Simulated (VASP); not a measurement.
# Te2Mo (P6_3/mmc) in VASP: further runs, part 2 of 2

VASP 6.6.1. Earlier steps stand in the parts before.

### Step 3. Single point, PBE (strain +0.050 along x and y, +0.025 along z)

The input, INCAR:

```
SYSTEM = Te2Mo
ALGO = Normal ; EDIFF = 1E-6
ENCUT = 520 ; GGA = PE
ISIF = 2 ; ISMEAR = 0
LASPH = .True. ; LCHARG = .True.
LELF = .True. ; LREAL = .False.
LVHAR = .True. ; LWAVE = .False.
NBANDS = 35 ; NELM = 60
PREC = Accurate ; SIGMA = 0.05
```

The input, KPOINTS:

```
k-points
0
Gamma
  12 12 2
  0 0 0
```

The input, POSCAR:

```
Te2Mo
1.0
    3.7349197547      0.0000000000      0.0000000000
   -1.8674598773      3.2345353887      0.0000000000
    0.0000000000      0.0000000000     15.5848366244
Te Mo
4 2
Direct
    0.3333333333      0.6666666667      0.6310943552
    0.6666666667      0.3333333333      0.1310943552
    0.3333333333      0.6666666667      0.8689056448
    0.6666666667      0.3333333333      0.3689056448
    0.3333333333      0.6666666667      0.2500000000
    0.6666666667      0.3333333333      0.7500000000
```

Potentials or basis: VASP PAW PBE potentials, release 64 (Te, Mo_sv).

Started as:

```bash
$ cat potpaw_PBE.64/Te/POTCAR potpaw_PBE.64/Mo_sv/POTCAR > POTCAR
$ mpirun -np 1 vasp_std > vasp.out
```

Wall time 6.6 min (1 thread of Intel Xeon 8259CL, shared host); peak memory 0.43 GiB.

It converged, with:

| Property | Result |
| --- | --- |
| Free energy | -35.4939 eV |
| Pressure | -7.7 GPa |
| Largest force | 1.174 eV/Å |
| Band gap on the k mesh | 0.80 eV |

Forces in eV/Å, atoms in the order of the input:
```
Te   0.000  0.000  1.174
Te   0.000  0.000  1.174
Te   0.000  0.000 -1.174
Te   0.000  0.000 -1.174
Mo   0.000  0.000  0.000
Mo   0.000  0.000  0.000
```

Stress tensor (GPa, compression positive):
```
-7.73  0.00  0.00
 0.00 -7.73  0.00
 0.00  0.00 -7.57
```

Levels at points of the mesh, in eV from the valence-band top:
```tsv
k point	band 22	band 23	band 24	band 25	band 26	band 27	band 28	band 29	band 30	band 31
(0.00, 0.00, 0.00)	-0.90	-0.90	-0.69	-0.46	-0.01	2.43	2.43	2.47	2.47	2.60
(0.50, 0.00, 0.00)	-1.45	-0.61	-0.59	-0.59	-0.51	1.06	1.08	1.32	1.42	2.46
(0.00, 0.00, 0.50)	-0.91	-0.91	-0.91	-0.11	-0.11	2.44	2.44	2.44	2.44	2.63
(0.50, 0.00, 0.50)	-1.48	-0.60	-0.60	-0.55	-0.55	1.07	1.07	1.38	1.38	2.74
```

Caveat: the cell differs from its parent crystal (strain +0.050 along x and y, +0.025 along z); the cell stands under tension; spin-orbit coupling is left out, which moves the levels of the heavy elements; this functional lacks dispersion, which binds the layers, so the pressure and a relaxed spacing across them are unreliable; forces of over 1 eV/Å act on the atoms, so gaps and moduli don't describe the material at rest. A k mesh can miss the band edges.

### Step 4. Single point, PBE (strain +0.050 along x and y, +0.050 along z)

The input, INCAR:

```
PREC = Accurate
ENCUT = 520
EDIFF = 1E-6
ISMEAR = 0
SIGMA = 0.05
LREAL = F
LASPH = T
NELM = 100
ALGO = Normal
ISIF = 2
LWAVE = F
LCHARG = F
GGA = PE
NBANDS = 35
```

The input, KPOINTS:

```
Automatic mesh
0
Gamma
  12 12 2
```

Changes to POSCAR since step 3:

```diff
@@ -4,3 +4,3 @@
    -1.8674598773      3.2345353887      0.0000000000
-    0.0000000000      0.0000000000     15.5848366244
+    0.0000000000      0.0000000000     15.9649545909
 Te Mo
```

Potentials or basis: VASP PAW PBE potentials, release 64 (Te, Mo_sv).

Started as:

```bash
$ cat potpaw_PBE.64/Te/POTCAR potpaw_PBE.64/Mo_sv/POTCAR > POTCAR
$ mpirun -np 1 vasp_std > vasp.out
```

OUTCAR:

```text
PREC = Accurate
   ENCUT = 520
   EDIFF = 1E-6
   ISMEAR = 0
   LREAL = F
   LASPH = T
   NELM = 100
   ISIF = 2
   GGA = PE

 ion  position               nearest neighbor table
   1  0.333  0.667  0.631-   6 2.87   6 2.87   6 2.87
   2  0.667  0.333  0.131-   5 2.87   5 2.87   5 2.87
   3  0.333  0.667  0.869-   6 2.87   6 2.87   6 2.87
   4  0.667  0.333  0.369-   5 2.87   5 2.87   5 2.87
   5  0.333  0.667  0.250-   2 2.87   4 2.87   2 2.87   4 2.87   2 2.87   4 2.87
   6  0.667  0.333  0.750-   1 2.87   3 2.87   1 2.87   3 2.87   1 2.87   3 2.87

  LATTYP: Found a hexagonal cell.
[... 1120 lines left out ...]
  -------------------------------------------------------------------------------------
  Total       -9.9961024     -9.9961024    -12.2469088     -0.0000000      0.0000000      0.0000000
  in kB      -83.0386746    -83.0386746   -101.7363604     -0.0000000      0.0000000      0.0000000
  external PRESSURE =     -89.2712365 kB  Pullay stress =       0.0000000 kB

 VOLUME and BASIS-vectors are now :
 -----------------------------------------------------------------------------
  energy-cutoff  :      520.00
  volume of cell :      192.87
      direct lattice vectors                 reciprocal lattice vectors
     3.734919755  0.000000000  0.000000000     0.267743370  0.154581706  0.000000000
    -1.867459877  3.234535389  0.000000000     0.000000000  0.309163413  0.000000000
     0.000000000  0.000000000 15.964954591     0.000000000  0.000000000  0.062637197

 POSITION                                       TOTAL-FORCE (eV/Angst)
 -----------------------------------------------------------------------------------
     -0.00000      2.15636     10.07539        -0.000000     -0.000000      1.580789
      1.86746      1.07818      2.09292         0.000000     -0.000000      1.580789
     -0.00000      2.15636     13.87204         0.000000      0.000000     -1.580789
      1.86746      1.07818      5.88956         0.000000     -0.000000     -1.580789
     -0.00000      2.15636      3.99124        -0.000000      0.000000      0.000000
      1.86746      1.07818     11.97372         0.000000     -0.000000      0.000000
 -----------------------------------------------------------------------------------
    total drift:                               -0.000000      0.000000     -0.000000

  FREE ENERGIE OF THE ION-ELECTRON SYSTEM (eV)
  ---------------------------------------------------
  free  energy   TOTEN  =       -35.2391061117 eV

  energy  without entropy=      -35.2391061117  energy(sigma->0) =      -35.23910611
```

stdout:

```text
POSCAR found type information on POSCAR TeMo
 POSCAR found :  2 types and       6 ions
 scaLAPACK will be used
 LDA part: xc-table for (Slater+PW92), standard interpolation
 POSCAR, INCAR and KPOINTS ok, starting setup
 FFT: planning ... GRIDC
 FFT: planning ... GRID_SOFT
 FFT: planning ... GRID
 WAVECAR not read
 entering main loop
```

Run time: 6.1 min. Hardware: 1 thread of Intel Xeon 8259CL, shared host; peak memory 0.43 GiB.

What came out:

* Free energy: -35.2391 eV
* Pressure: -8.9 GPa
* Largest force: 1.581 eV/Å
* Band gap on the k mesh: 0.83 eV

Forces in eV/Å, atoms in the order of the input:
```
Te   0.000  0.000  1.581
Te   0.000  0.000  1.581
Te   0.000  0.000 -1.581
Te   0.000  0.000 -1.581
Mo   0.000  0.000  0.000
Mo   0.000  0.000  0.000
```

Stress tensor (GPa, compression positive):
```
 -8.30   0.00   0.00
  0.00  -8.30   0.00
  0.00   0.00 -10.17
```

Caveat: the cell differs from its parent crystal (strain +0.050 along x and y, +0.050 along z); the cell stands under tension; spin-orbit coupling is left out, which moves the levels of the heavy elements; this functional lacks dispersion, which binds the layers, so the pressure and a relaxed spacing across them are unreliable; forces of over 1 eV/Å act on the atoms, so gaps and moduli don't describe the material at rest. A k mesh can miss the band edges.

### Step 5. The runs side by side

```tsv
cell	gap on the mesh (eV)	pressure (GPa)	largest force (eV/Å)
a = 3.646, b = 3.646, c = 15.965 Å, angles 90.0, 90.0, 120.0°, 6 atoms	0.86	-6.9	1.34
a = 3.735, b = 3.735, c = 15.585 Å, angles 90.0, 90.0, 120.0°, 6 atoms	0.80	-7.7	1.17
a = 3.735, b = 3.735, c = 15.965 Å, angles 90.0, 90.0, 120.0°, 6 atoms	0.83	-8.9	1.58
```

Alike in all rows: task single point; level PBE; potentials or basis VASP PAW PBE potentials, release 64 (Te, Mo_sv); no spin polarisation; k mesh 12 × 12 × 2; cutoff (eV) 520; smearing gaussian 0.05 eV.

Caveats: the cell stands under tension; spin-orbit coupling is left out, which moves the levels of the heavy elements; this functional lacks dispersion, which binds the layers, so the pressure and a relaxed spacing across them are unreliable; forces of over 1 eV/Å act on the atoms, so gaps and moduli don't describe the material at rest.

Absolute energies hang on the potentials; compare differences alone.
